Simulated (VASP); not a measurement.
Wanted: the native input for a VASP 6.6.1 run.

* Task: single point
* Functional: PBEsol
* Potentials or basis: VASP PAW PBE potentials, release 64 (Bi_d, Te)
* Cutoff: 520 eV
* k mesh: 1 × 1 × 11
* Occupations: gaussian, width 0.05 eV
* Spin: collinear spin
* Starting moments: [0.5, 0.5, 0.5, 0.5] μB
* Dipole correction: no
* Further INCAR settings: ALGO = Normal; EDIFF = 1e-07; NBANDS = 33

The structure of BiTe lies in POSCAR:

```
BiTe
1.0
   12.0000000000      0.0000000000      0.0000000000
    0.0000000000      9.3000000000      0.0000000000
    0.0000000000      0.0000000000      5.7548768992
Bi Te
2 2
Direct
    0.3741120678      0.5000000000      0.0000000000
    0.6258879322      0.5000000000      0.5000000000
    0.3741120678      0.5000000000      0.5000000000
    0.6258879322      0.5000000000      0.0000000000
```

These files were run (other wordings do the same):

INCAR

```
SYSTEM = BiTe
PREC     = Accurate       ! precision mode
ENCUT    = 520            ! plane-wave cutoff, eV
EDIFF    = 1E-7           ! SCF threshold, eV
ISMEAR   = 0              ! smearing method
SIGMA    = 0.05           ! smearing width, eV
LREAL    = .False.        ! projectors in reciprocal space
LASPH    = .True.         ! aspherical terms in the spheres
NELM     = 150            ! most SCF steps
ALGO     = Normal         ! electronic algorithm
ISIF     = 2              ! what is computed and relaxed
LWAVE    = .False.        ! write WAVECAR
LCHARG   = .False.        ! write CHGCAR
ISPIN    = 2              ! spin polarisation
MAGMOM   = 0.5 0.5 0.5 0.5 ! initial moments
LORBIT   = 11             ! projections on sites
GGA      = PS             ! functional
NBANDS   = 33             ! bands
```

KPOINTS

```
regular mesh
0
Gamma
  1 1 11
  0 0 0
```

Potentials or basis: VASP PAW PBE potentials, release 64 (Bi_d, Te).

Run with:

```sh
$ cat potpaw_PBE.64/Bi_d/POTCAR potpaw_PBE.64/Te/POTCAR > POTCAR
$ mpirun -np 1 vasp_std > vasp.out
```

Results of the run:

| Quantity | Value |
| --- | --- |
| Largest force | 0.876 eV/Å |
| Net moment | 0.18 μB per cell |
| Site moments | Bi +0.04; Te -0.00 μB |
| Valence electrons inside the program's atomic spheres | Bi 12.75; Te 3.38 |

Caveat: a moment this small can come from the mesh or the smearing; the PAW data sets were made with another functional, which shifts forces and pressure a little.

It took 5.7 min on 1 thread of Intel(R) Xeon(R) Platinum 8488C (Sapphire Rapids), with other jobs on the host, peak memory 0.91 GiB.
